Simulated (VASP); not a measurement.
# InSb (I-4m2) in VASP: notebook

InSb is run at these levels: PBEsol; tasks: single point.

Program: VASP 6.6.1. These are calculated values, not measurements. Logs are shortened: lines on timing, memory, paths and dates and some standing lists are left out, and cuts for length are marked.

### Step 1. The cell of the first run

It takes space group I-4m2 (No. 119, tetragonal). Conventional cell: a = 4.573 Å, b = 4.573 Å, c = 6.551 Å, α = 90.00°, β = 90.00°, γ = 90.00°. In (site symmetry -4m2) has 4 Sb at 2.81 Å within 3.7 Å. Within 3.7 Å of Sb (site symmetry -4m2) lie 4 In at 2.81 Å.

### Step 2. Single point, PBEsol (strained cell)

INCAR reads:

```
  ALGO = Normal
  EDIFF = 1E-6
  ENCUT = 500
  GGA = PS
  GGA_COMPAT = False
  ISIF = 2
  ISMEAR = 0
  LASPH = True
  LCHARG = False
  LREAL = False
  LWAVE = False
  NBANDS = 16
  NELM = 120
  PREC = Accurate
  SIGMA = 0.1
```

KPOINTS reads:

```
k-points
0
Gamma
  10 10 10
```

POSCAR reads:

```
InSb
1.0
    0.0000000000      3.2339052246      3.2756330339
    3.2339052246      0.0000000000      3.2756330339
    3.2339052246      3.2339052246      0.0000000000
In Sb
1 1
Direct
    0.0000000000      0.0000000000      0.0000000000
    0.2500000000      0.2500000000      0.2500000000
```

Potentials or basis: VASP PAW PBE potentials, release 64 (In_d, Sb).

On the command line:

```console
$ cat potpaw_PBE.64/In_d/POTCAR potpaw_PBE.64/Sb/POTCAR > POTCAR
$ mpirun -np 1 vasp_std > vasp.out
```

OUTCAR:

```text
EDIFF = 1E-6
   ENCUT = 500
   GGA = PS
   ISIF = 2
   ISMEAR = 0
   LASPH = True
   LREAL = False
   NELM = 120
   PREC = Accurate

 ion  position               nearest neighbor table
   1  0.000  0.000  0.000-   2 2.81   2 2.81   2 2.81   2 2.81
   2  0.250  0.250  0.250-   1 2.81   1 2.81   1 2.81   1 2.81

  LATTYP: Found a body centered tetragonal cell.
 ALAT       =     4.5734326281
 C/A-ratio  =     1.4324614793

  Lattice vectors:

 A1 = (  -3.2339052246,   0.0000000000,   3.2756330339)
 A2 = (   3.2339052246,   0.0000000000,   3.2756330339)
 A3 = (   0.0000000000,   3.2339052246,  -3.2756330339)

Analysis of symmetry for initial positions (statically):
=====================================================================
 Subroutine PRICEL returns:
 Original cell was already a primitive cell.

 Routine SETGRP: Setting up the symmetry group for a
 body centered tetragonal supercell.

 Subroutine GETGRP returns: Found  8 space group operations
 (whereof  8 operations were pure point group operations)
 out of a pool of 16 trial point group operations.

The static configuration has the point symmetry D_2d.

Analysis of symmetry for dynamics (positions and initial velocities):
=====================================================================
 Subroutine PRICEL returns:
 Original cell was already a primitive cell.

 Routine SETGRP: Setting up the symmetry group for a
 body centered tetragonal supercell.

 Subroutine GETGRP returns: Found  8 space group operations
 (whereof  8 operations were pure point group operations)
 out of a pool of 16 trial point group operations.

The dynamic configuration has the point symmetry D_2d.

 Subroutine INISYM returns: Found  8 space group operations
 (whereof  8 operations are pure point group operations),
 and found     1 'primitive' translations

----------------------------------------------------------------------------------------

                                     Primitive cell

  volume of cell :      68.5141

  direct lattice vectors                    reciprocal lattice vectors
     0.000000000  3.233905225  3.275633034    -0.154611829  0.154611829  0.152642251
     3.233905225  0.000000000  3.275633034     0.154611829 -0.154611829  0.152642251
     3.233905225  3.233905225  0.000000000     0.154611829  0.154611829 -0.152642251

  length of vectors
     4.603033215  4.603033215  4.573432628     0.266663256  0.266663256  0.266663256

  position of ions in fractional coordinates (direct lattice)
     0.000000000  0.000000000  0.000000000
     0.250000000  0.250000000  0.250000000

  ion indices of the primitive-cell ions
   primitive index   ion index
                 1           1
                 2           2

----------------------------------------------------------------------------------------

 KPOINTS: k-points

Automatic generation of k-mesh.
 Grid dimensions read from file:
 generate k-points for:   10   10   10

 Generating k-lattice:

  Cartesian coordinates                     Fractional coordinates (reciprocal lattice)
    -0.015461183  0.015461183  0.015264225     0.100000000 -0.000000000  0.000000000
     0.015461183 -0.015461183  0.015264225    -0.000000000  0.100000000  0.000000000
     0.015461183  0.015461183 -0.015264225     0.000000000  0.000000000  0.100000000

  Length of vectors
     0.026666326  0.026666326  0.026666326

  Shift w.r.t. Gamma in fractional coordinates (k-lattice)
     0.000000000  0.000000000  0.000000000

 Subroutine IBZKPT returns following result:
 ===========================================

 Found    102 irreducible k-points:

 Following reciprocal coordinates:
            Coordinates               Weight
  0.000000  0.000000  0.000000      1.000000
  0.100000  0.000000  0.000000      8.000000
  0.200000  0.000000  0.000000      8.000000
  0.300000 -0.000000  0.000000      8.000000
  0.400000  0.000000  0.000000      8.000000
  0.500000  0.000000  0.000000      4.000000
[... 16 lines left out ...]
  0.300000  0.300000  0.000000      2.000000
  0.400000  0.300000  0.000000      8.000000
 [... further k-points ...]
   k-points           NKPTS =    102   k-points in BZ     NKDIM =    102   number of bands    NBANDS=     16
   number of dos      NEDOS =    301   number of ions     NIONS =      2
   total plane-waves  NPLWV =  46656
   dimension x,y,z NGX =    36 NGY =   36 NGZ =   36
   dimension x,y,z NGXF=    72 NGYF=   72 NGZF=   72
   ions per type =               1   1
   NGX,Y,Z   is equivalent  to a cutoff of  13.00, 13.00, 13.09 a.u.
   NGXF,Y,Z  is equivalent  to a cutoff of  26.00, 26.00, 26.17 a.u.
 SYSTEM =  unknown system
   PREC   = accura    normal or accurate (medium, high low for compatibility)
   ISTART =      0    job   : 0-new  1-cont  2-samecut
   ICHARG =      2    charge: 1-file 2-atom 10-const
   ISPIN  =      1    spin polarized calculation?
   LNONCOLLINEAR =      F non collinear calculations
   LSORBIT =      F    spin-orbit coupling
   LASPH  =      T    aspherical Exc in radial PAW
   ENCUT  =  500.0 eV  36.75 Ry    6.06 a.u.   8.39  8.39  8.34*2*pi/ulx,y,z
   NELM   =    120;   NELMIN=  2; NELMDL= -5     # of ELM steps
   EDIFF  = 0.1E-05   stopping-criterion for ELM
   LREAL  =      F    real-space projection
   EDIFFG = 0.1E-04   stopping-criterion for IOM
   NSW    =      0    number of steps for IOM
   IBRION =     -1    ionic relax: 0-MD 1-quasi-New 2-CG
   NFREE  =      0    steps in history (QN), initial steepest desc. (CG)
   ISIF   =      2    stress and relaxation
   ISYM   =      2    0-nonsym 1-usesym 2-fastsym
   POTIM  = 0.5000    time-step for ionic-motion
   TEBEG  =    0.0;   TEEND  =   0.0 temperature during run
   PSTRESS=    0.0 pullay stress
   NELECT =      18.0000    total number of electrons
   NUPDOWN=      -1.0000    fix difference up-down
   EMIN   =  10.00;   EMAX   =-10.00  energy-range for DOS
   EFERMI =   0.00;   METHOD = LEGACY
   ISMEAR =     0;   SIGMA  =   0.10  broadening in eV -4-tet -1-fermi 0-gaus
   EFERMI_NEDOS =   21; number of points for ismear=-14 and -15
   IALGO  =     38    algorithm
   IMIX   =      4    mixing-type and parameters
     AMIX     =   0.40;   BMIX     =  1.00
     AMIX_MAG =   1.60;   BMIX_MAG =  1.00
  volume/ion in A,a.u.               =      34.26       231.18
  Fermi-wavevector in a.u.,A,eV,Ry     =   1.048510  1.981396 14.957868  1.099372
  Thomas-Fermi vector in A             =   2.183434
   LORBIT       =      0    0 simple, 1 ext, 2 COOP (PROOUT), +10 PAW based schemes
   GGA     = PS    functional components
   LHFCALC =     F    Hartree Fock is set to
   AEXX    =    0.0000 exact exchange contribution
   IVDW    =     0    specifies the selected vdW correction
   LEPSILON=     F    determine dielectric tensor
   LRPA    =     F    only Hartree local field effects (RPA)
 non-spin polarized calculation
 Gauss-broadening in eV      SIGMA  =   0.10
  energy-cutoff  :      500.00
  volume of cell :       68.51
 maximum number of plane-waves:      1775
 NGX is ok and might be reduce to    36
   NGX = 17   NGY = 17   NGZ = 17

 number of electron      17.9999993 magnetization

 Free energy of the ion-electron system (eV)
  ---------------------------------------------------
  ext. energy  EPLUGINS =         0.00000000
  ---------------------------------------------------
  free energy    TOTEN  =        -7.69775165 eV

  energy without entropy =       -7.69756284  energy(sigma->0) =       -7.69765724

 E-fermi :   4.9259     XC(G=0):  -8.8368

 val. band max:        4.9033553790   @ k =   0.0000   0.0000   0.0000
 cond. band min:       5.3381562239   @ k =   0.5000   0.0000   0.0000
 fundamental gap:      0.4348008448
 Fermi energy:         4.9259388665

 k-point     1 :       0.0000    0.0000    0.0000
  band No.  band energies     occupation
      1      -9.6445      2.00000
      2      -9.6420      2.00000
      3      -9.6420      2.00000
      4      -9.5592      2.00000
      5      -9.5577      2.00000
      6      -5.8188      2.00000
[... 8 lines left out ...]
     15      13.0503      0.00000
     16      13.2480      0.00000

 k-point     2 :       0.1000    0.0000    0.0000
  band No.  band energies     occupation
      1      -9.6477      2.00000
      2      -9.6414      2.00000
      3      -9.6399      2.00000
      4      -9.5594      2.00000
      5      -9.5578      2.00000
      6      -5.7282      2.00000
[... 8 lines left out ...]
     15      12.4039      0.00000
     16      12.5508      0.00000

 k-point     3 :       0.2000    0.0000    0.0000
  band No.  band energies     occupation
      1      -9.6596      2.00000
      2      -9.6363      2.00000
      3      -9.6347      2.00000
      4      -9.5597      2.00000
      5      -9.5578      2.00000
      6      -5.4672      2.00000
[... 8 lines left out ...]
     15      12.0536      0.00000
     16      12.1287      0.00000

 k-point     4 :       0.3000   -0.0000    0.0000
  band No.  band energies     occupation
      1      -9.6743      2.00000
      2      -9.6305      2.00000
      3      -9.6289      2.00000
      4      -9.5594      2.00000
      5      -9.5571      2.00000
      6      -5.0759      2.00000
[... 8 lines left out ...]
     15      12.3387      0.00000
     16      12.3446      0.00000
[... 324 lines left out ...]
 k-point    22 :      -0.2000    0.2000    0.0000
  band No.  band energies     occupation
      1      -9.6803      2.00000
      2      -9.6265      2.00000
      3      -9.6253      2.00000
      4      -9.5623      2.00000
      5      -9.5562      2.00000
      6      -4.9341      2.00000
[... 8 lines left out ...]
     15      13.0732      0.00000
     16      13.6310      0.00000

 k-point    23 :       0.3000    0.3000    0.0000
  band No.  band energies     occupation
      1      -9.6976      2.00000
      2      -9.6140      2.00000
      3      -9.6140      2.00000
      4      -9.5688      2.00000
      5      -9.5537      2.00000
      6      -4.8195      2.00000
[... 8 lines left out ...]
     15      14.1180      0.00000
     16      14.3452      0.00000

 k-point    24 :       0.4000    0.3000    0.0000
  band No.  band energies     occupation
      1      -9.7064      2.00000
      2      -9.6098      2.00000
      3      -9.6087      2.00000
      4      -9.5704      2.00000
      5      -9.5530      2.00000
      6      -4.4783      2.00000
[... 8 lines left out ...]
     15      14.5141      0.00000
     16      14.7814      0.00000

 [... further k-points ...]
[... 5 lines left out ...]
  --------------------------------------------------------------------------------------
  -------------------------------------------------------------------------------------
  Total        0.2635093      0.2635093      0.1098807      0.0000000     -0.0000000      0.0000000
  in kB        6.1620711      6.1620711      2.5695205      0.0000000     -0.0000000      0.0000000
  external PRESSURE =       4.9645542 kB  Pullay stress =       0.0000000 kB

 VOLUME and BASIS-vectors are now :
 -----------------------------------------------------------------------------
  energy-cutoff  :      500.00
  volume of cell :       68.51
      direct lattice vectors                 reciprocal lattice vectors
     0.000000000  3.233905225  3.275633034    -0.154611829  0.154611829  0.152642251
     3.233905225  0.000000000  3.275633034     0.154611829 -0.154611829  0.152642251
     3.233905225  3.233905225  0.000000000     0.154611829  0.154611829 -0.152642251

 POSITION                                       TOTAL-FORCE (eV/Angst)
 -----------------------------------------------------------------------------------
      0.00000      0.00000      0.00000         0.000000      0.000000     -0.000000
      1.61695      1.61695      1.63782        -0.000000     -0.000000      0.000000
 -----------------------------------------------------------------------------------
    total drift:                                0.000000      0.000000     -0.000000

  FREE ENERGIE OF THE ION-ELECTRON SYSTEM (eV)
  ---------------------------------------------------
  free  energy   TOTEN  =        -7.6977516477 eV

  energy  without entropy=       -7.6975628419  energy(sigma->0) =       -7.69765724
```

It took 57 s on 1 thread of Intel Xeon Platinum 8488C (Sapphire Rapids), shared host; peak memory 0.27 GiB.

What came out:

- Free energy: -7.6978 eV
- Pressure: 0.5 GPa
- Band gap on the k mesh: zero (filled and empty bands touch)

Stress tensor (GPa, compression positive):
```
0.62 0.00 0.00
0.00 0.62 0.00
0.00 0.00 0.26
```

Caveat: the cell differs from its parent crystal (strained cell); semilocal functionals underestimate gaps, so a narrow gap can read as zero; the PAW data sets were made with another functional, which shifts forces and pressure a little; spin-orbit coupling is left out, which moves the levels of the heavy elements.

[end of part 1 of 2]
